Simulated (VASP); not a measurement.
# MgGaC4N4 (P-43m) in VASP: notebook

Runs on MgGaC4N4. Level: PBE. Tasks: single point.

All numbers are computed with VASP 6.6.1; they aren't measurements. Logs are shortened: lines on timing, memory, paths and dates and some standing lists are left out, and cuts for length are marked.

### Step 1. The cell of the first run

It takes space group P-43m (No. 215, cubic). Conventional cell: a = 5.929 Å, b = 5.929 Å, c = 5.929 Å, α = 90.00°, β = 90.00°, γ = 90.00°. Mg (site symmetry -43m) has 4 C at 1.98 Å within 2.6 Å. Ga (site symmetry -43m) has 4 N at 1.98 Å within 2.6 Å. C (site symmetry 3m) has 1 N at 1.17 Å within 1.6 Å. N (site symmetry 3m) has 1 C at 1.17 Å within 1.6 Å.

### Step 2. Single point, PBE

INCAR

```
SYSTEM = MgGaC4N4
  ALGO = Normal
  EDIFF = 1E-7
  ENCUT = 520
  GGA = PE
  ISIF = 2
  ISMEAR = 0
  LASPH = .TRUE.
  LCHARG = .FALSE.
  LREAL = .FALSE.
  LWAVE = .FALSE.
  NBANDS = 36
  NELM = 80
  PREC = Accurate
  SIGMA = 0.1
```

KPOINTS

```
k-points
0
G
  4 4 4
  0 0 0
```

POSCAR

```
MgGaC4N4
1.0
    5.9293872600      0.0000000000      0.0000000000
    0.0000000000      5.9293872600      0.0000000000
    0.0000000000      0.0000000000      5.9293872600
Mg Ga C N
1 1 4 4
Direct
    0.0000000000      0.0000000000      0.0000000000
    0.5000000000      0.5000000000      0.5000000000
    0.1927945500      0.1927945500      0.1927945500
    0.1927945500      0.8072054500      0.8072054500
    0.8072054500      0.1927945500      0.8072054500
    0.8072054500      0.8072054500      0.1927945500
    0.3067186000      0.3067186000      0.3067186000
    0.3067186000      0.6932814000      0.6932814000
    0.6932814000      0.3067186000      0.6932814000
    0.6932814000      0.6932814000      0.3067186000
```

Potentials or basis: VASP PAW PBE potentials, release 64 (Mg, Ga_d, C, N).

The run is started by

```bash
cat potpaw_PBE.64/Mg/POTCAR potpaw_PBE.64/Ga_d/POTCAR potpaw_PBE.64/C/POTCAR potpaw_PBE.64/N/POTCAR > POTCAR
mpirun -np 1 vasp_std > vasp.out
```

OUTCAR:

```text
SYSTEM = MgGaC4N4
   EDIFF = 1E-7
   ENCUT = 520
   GGA = PE
   ISIF = 2
   ISMEAR = 0
   LASPH = .TRUE.
   LREAL = .FALSE.
   NELM = 80
   PREC = Accurate

 ion  position               nearest neighbor table
   1  0.000  0.000  0.000-   3 1.98   4 1.98   5 1.98   6 1.98
   2  0.500  0.500  0.500-   7 1.98   8 1.98   9 1.98  10 1.98
   3  0.193  0.193  0.193-   7 1.17   1 1.98
   4  0.193  0.807  0.807-   8 1.17   1 1.98
   5  0.807  0.193  0.807-   9 1.17   1 1.98
   6  0.807  0.807  0.193-  10 1.17   1 1.98
   7  0.307  0.307  0.307-   3 1.17   2 1.98
   8  0.307  0.693  0.693-   4 1.17   2 1.98
   9  0.693  0.307  0.693-   5 1.17   2 1.98
  10  0.693  0.693  0.307-   6 1.17   2 1.98

  LATTYP: Found a simple cubic cell.
 ALAT       =     5.9293872600

  Lattice vectors:

 A1 = (   5.9293872600,   0.0000000000,   0.0000000000)
 A2 = (   0.0000000000,   5.9293872600,   0.0000000000)
 A3 = (   0.0000000000,   0.0000000000,   5.9293872600)

Analysis of symmetry for initial positions (statically):
=====================================================================
 Subroutine PRICEL returns:
 Original cell was already a primitive cell.

 Routine SETGRP: Setting up the symmetry group for a
 simple cubic supercell.

 Subroutine GETGRP returns: Found 24 space group operations
 (whereof 24 operations were pure point group operations)
 out of a pool of 48 trial point group operations.

The static configuration has the point symmetry T_d .

Analysis of symmetry for dynamics (positions and initial velocities):
=====================================================================
 Subroutine PRICEL returns:
 Original cell was already a primitive cell.

 Routine SETGRP: Setting up the symmetry group for a
 simple cubic supercell.

 Subroutine GETGRP returns: Found 24 space group operations
 (whereof 24 operations were pure point group operations)
 out of a pool of 48 trial point group operations.

The dynamic configuration has the point symmetry T_d .

 Subroutine INISYM returns: Found 24 space group operations
 (whereof 24 operations are pure point group operations),
 and found     1 'primitive' translations

----------------------------------------------------------------------------------------

                                     Primitive cell

  volume of cell :     208.4632

  direct lattice vectors                    reciprocal lattice vectors
     5.929387260  0.000000000  0.000000000     0.168651491  0.000000000  0.000000000
     0.000000000  5.929387260  0.000000000     0.000000000  0.168651491  0.000000000
     0.000000000  0.000000000  5.929387260     0.000000000  0.000000000  0.168651491

  length of vectors
     5.929387260  5.929387260  5.929387260     0.168651491  0.168651491  0.168651491

  position of ions in fractional coordinates (direct lattice)
     0.000000000  0.000000000  0.000000000
     0.500000000  0.500000000  0.500000000
     0.192794550  0.192794550  0.192794550
     0.192794550  0.807205450  0.807205450
     0.807205450  0.192794550  0.807205450
     0.807205450  0.807205450  0.192794550
     0.306718600  0.306718600  0.306718600
     0.306718600  0.693281400  0.693281400
     0.693281400  0.306718600  0.693281400
     0.693281400  0.693281400  0.306718600

  ion indices of the primitive-cell ions
   primitive index   ion index
                 1           1
                 2           2
                 3           3
                 4           4
                 5           5
                 6           6
                 7           7
                 8           8
                 9           9
                10          10

----------------------------------------------------------------------------------------

 KPOINTS: k-points

Automatic generation of k-mesh.
 Grid dimensions read from file:
 generate k-points for:    4    4    4

 Generating k-lattice:

  Cartesian coordinates                     Fractional coordinates (reciprocal lattice)
     0.042162873  0.000000000  0.000000000     0.250000000  0.000000000  0.000000000
     0.000000000  0.042162873  0.000000000     0.000000000  0.250000000  0.000000000
     0.000000000  0.000000000  0.042162873     0.000000000  0.000000000  0.250000000

  Length of vectors
     0.042162873  0.042162873  0.042162873

  Shift w.r.t. Gamma in fractional coordinates (k-lattice)
     0.000000000  0.000000000  0.000000000

 Subroutine IBZKPT returns following result:
 ===========================================

 Found     10 irreducible k-points:

 Following reciprocal coordinates:
            Coordinates               Weight
  0.000000  0.000000  0.000000      1.000000
  0.250000  0.000000  0.000000      6.000000
  0.500000  0.000000  0.000000      3.000000
  0.250000  0.250000  0.000000     12.000000
  0.500000  0.250000  0.000000     12.000000
  0.500000  0.500000  0.000000      3.000000
  0.250000  0.250000  0.250000      8.000000
  0.500000  0.250000  0.250000     12.000000
  0.500000  0.500000  0.250000      6.000000
  0.500000  0.500000  0.500000      1.000000
   k-points           NKPTS =     10   k-points in BZ     NKDIM =     10   number of bands    NBANDS=     36
   number of dos      NEDOS =    301   number of ions     NIONS =     10
   total plane-waves  NPLWV = 110592
   dimension x,y,z NGX =    48 NGY =   48 NGZ =   48
   dimension x,y,z NGXF=    96 NGYF=   96 NGZF=   96
   ions per type =               1   1   4   4
   NGX,Y,Z   is equivalent  to a cutoff of  13.46, 13.46, 13.46 a.u.
   NGXF,Y,Z  is equivalent  to a cutoff of  26.92, 26.92, 26.92 a.u.
 SYSTEM =  MgGaC4N4
   PREC   = accura    normal or accurate (medium, high low for compatibility)
   ISTART =      0    job   : 0-new  1-cont  2-samecut
   ICHARG =      2    charge: 1-file 2-atom 10-const
   ISPIN  =      1    spin polarized calculation?
   LNONCOLLINEAR =      F non collinear calculations
   LSORBIT =      F    spin-orbit coupling
   LASPH  =      T    aspherical Exc in radial PAW
   ENCUT  =  520.0 eV  38.22 Ry    6.18 a.u.  11.02 11.02 11.02*2*pi/ulx,y,z
   NELM   =     80;   NELMIN=  2; NELMDL= -5     # of ELM steps
   EDIFF  = 0.1E-06   stopping-criterion for ELM
   LREAL  =      F    real-space projection
   EDIFFG = 0.1E-05   stopping-criterion for IOM
   NSW    =      0    number of steps for IOM
   IBRION =     -1    ionic relax: 0-MD 1-quasi-New 2-CG
   NFREE  =      0    steps in history (QN), initial steepest desc. (CG)
   ISIF   =      2    stress and relaxation
   ISYM   =      2    0-nonsym 1-usesym 2-fastsym
   POTIM  = 0.5000    time-step for ionic-motion
   TEBEG  =    0.0;   TEEND  =   0.0 temperature during run
   PSTRESS=    0.0 pullay stress
   NELECT =      51.0000    total number of electrons
   NUPDOWN=      -1.0000    fix difference up-down
   EMIN   =  10.00;   EMAX   =-10.00  energy-range for DOS
   EFERMI =   0.00;   METHOD = LEGACY
   ISMEAR =     0;   SIGMA  =   0.10  broadening in eV -4-tet -1-fermi 0-gaus
   EFERMI_NEDOS =   21; number of points for ismear=-14 and -15
   IALGO  =     38    algorithm
   IMIX   =      4    mixing-type and parameters
     AMIX     =   0.40;   BMIX     =  1.00
     AMIX_MAG =   1.60;   BMIX_MAG =  1.00
  volume/ion in A,a.u.               =      20.85       140.68
  Fermi-wavevector in a.u.,A,eV,Ry     =   1.023894  1.934879 14.263794  1.048359
  Thomas-Fermi vector in A             =   2.157652
   LORBIT       =      0    0 simple, 1 ext, 2 COOP (PROOUT), +10 PAW based schemes
   GGA     = PE    functional components
   LHFCALC =     F    Hartree Fock is set to
   AEXX    =    0.0000 exact exchange contribution
   IVDW    =     0    specifies the selected vdW correction
   LEPSILON=     F    determine dielectric tensor
   LRPA    =     F    only Hartree local field effects (RPA)
 non-spin polarized calculation
 Gauss-broadening in eV      SIGMA  =   0.10
  energy-cutoff  :      520.00
  volume of cell :      208.46
 maximum number of plane-waves:      5656
 NGX is ok and might be reduce to    48
   NGX = 23   NGY = 23   NGZ = 23

 number of electron      50.9999982 magnetization

 Free energy of the ion-electron system (eV)
  ---------------------------------------------------
  ext. energy  EPLUGINS =         0.00000000
  ---------------------------------------------------
  free energy    TOTEN  =       -70.04914956 eV

  energy without entropy =      -70.00504319  energy(sigma->0) =      -70.02709637

 E-fermi :   1.9321     XC(G=0):  -7.0080

 val. band max:        1.9182251128   @ k =   0.2500   0.0000   0.0000
 cond. band min:       2.0177830202   @ k =   0.2500   0.2500   0.0000
 fundamental gap:      0.0995579074
 Fermi energy:         1.9321478634

 k-point     1 :       0.0000    0.0000    0.0000
  band No.  band energies     occupation
      1     -18.9150      2.00000
      2     -18.7899      2.00000
      3     -18.7899      2.00000
      4     -18.7899      2.00000
      5     -16.3204      2.00000
      6     -16.3204      2.00000
[... 28 lines left out ...]
     35       4.3972      0.00000
     36       7.2800      0.00000

 k-point     2 :       0.2500    0.0000    0.0000
  band No.  band energies     occupation
      1     -18.9018      2.00000
      2     -18.8028      2.00000
      3     -18.7899      2.00000
      4     -18.7899      2.00000
      5     -16.3218      2.00000
      6     -16.3202      2.00000
[... 28 lines left out ...]
     35       4.4955      0.00000
     36       6.4752      0.00000
[... 271 lines left out ...]
     35       5.7211      0.00000
     36       5.8818      0.00000

 k-point    10 :       0.5000    0.5000    0.5000
  band No.  band energies     occupation
      1     -18.8666      2.00000
      2     -18.8046      2.00000
      3     -18.8046      2.00000
      4     -18.8046      2.00000
      5     -16.3204      2.00000
      6     -16.3204      2.00000
[... 28 lines left out ...]
     35       5.4832      0.00000
     36       5.4832      0.00000

------------------------ aborting loop because EDIFF is reached ----------------------------------------

  FORCE on cell =-STRESS in cart. coord.  units (eV):
  Direction    XX          YY          ZZ          XY          YZ          ZX
  --------------------------------------------------------------------------------------
  -------------------------------------------------------------------------------------
  Total        3.7602636      3.7602636      3.7602636     -0.0000000     -0.0000000     -0.0000000
  in kB       28.9001051     28.9001051     28.9001051     -0.0000000     -0.0000000     -0.0000000
  external PRESSURE =      28.9001051 kB  Pullay stress =       0.0000000 kB

 VOLUME and BASIS-vectors are now :
 -----------------------------------------------------------------------------
  energy-cutoff  :      520.00
  volume of cell :      208.46
      direct lattice vectors                 reciprocal lattice vectors
     5.929387260  0.000000000  0.000000000     0.168651491  0.000000000  0.000000000
     0.000000000  5.929387260  0.000000000     0.000000000  0.168651491  0.000000000
     0.000000000  0.000000000  5.929387260     0.000000000  0.000000000  0.168651491

 POSITION                                       TOTAL-FORCE (eV/Angst)
 -----------------------------------------------------------------------------------
      0.00000      0.00000      0.00000        -0.000000      0.000000     -0.000000
      2.96469      2.96469      2.96469        -0.000000     -0.000000     -0.000000
      1.14315      1.14315      1.14315         0.508975      0.508975      0.508975
      1.14315      4.78623      4.78623         0.508975     -0.508975     -0.508975
      4.78623      1.14315      4.78623        -0.508975      0.508975     -0.508975
      4.78623      4.78623      1.14315        -0.508975     -0.508975      0.508975
      1.81865      1.81865      1.81865         1.542932      1.542932      1.542932
      1.81865      4.11073      4.11073         1.542932     -1.542932     -1.542932
      4.11073      1.81865      4.11073        -1.542932      1.542932     -1.542932
      4.11073      4.11073      1.81865        -1.542932     -1.542932      1.542932
 -----------------------------------------------------------------------------------
    total drift:                               -0.000000     -0.000000     -0.000000

  FREE ENERGIE OF THE ION-ELECTRON SYSTEM (eV)
  ---------------------------------------------------
  free  energy   TOTEN  =       -70.0491495551 eV

  energy  without entropy=      -70.0050431933  energy(sigma->0) =      -70.02709637
```

It took 1.7 min on 1 thread of Intel Xeon Platinum 8375C at 2.90GHz (Ice Lake), shared host; peak memory 0.38 GiB.

What came out:

```yaml
Free_energy: -70.0491 eV
Pressure: 2.9 GPa
Largest_force: 2.672 eV/Å
```

Forces in eV/Å, atoms in the order of the input:
```
Mg   0.000  0.000  0.000
Ga   0.000  0.000  0.000
C    0.509  0.509  0.509
C    0.509 -0.509 -0.509
C   -0.509  0.509 -0.509
C   -0.509 -0.509  0.509
N    1.543  1.543  1.543
N    1.543 -1.543 -1.543
N   -1.543  1.543 -1.543
N   -1.543 -1.543  1.543
```

Caveat: forces of over 1 eV/Å act on the atoms, so gaps and moduli don't describe the material at rest.

(Continued in part 2 of 2.)
